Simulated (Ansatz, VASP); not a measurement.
# One calculation of Nb, two programs

```
CELL_PARAMETERS angstrom
0.00000 2.83463 2.83463
2.83463 0.00000 2.83463
2.83463 2.83463 0.00000
ATOMIC_POSITIONS crystal
Nb 0.12500 0.12500 0.12500
Nb 0.87500 0.87500 0.87500
```

Alike in both runs: task single point; functional PBE; k mesh 10 × 10 × 10; occupations fermi-dirac, width 0.1 eV; no spin polarisation.

|  | VASP | Ansatz |
| --- | --- | --- |
| version | VASP 6.6.1 | Ansatz 0.2.0 |
| potentials or method | VASP PAW PBE potentials, release 64 (Nb_sv), cutoff 520 eV | plane waves (420 eV) with PAW, scalar-relativistic |
| valence electrons in the cell | 26 | 26 |

|  | VASP | Ansatz | Ansatz less VASP |
| --- | --- | --- | --- |
| pressure (GPa) | 10.9 | 10.9 | -0.04 |

The functional is the same, so the differences come from potentials, cutoffs and numerics.
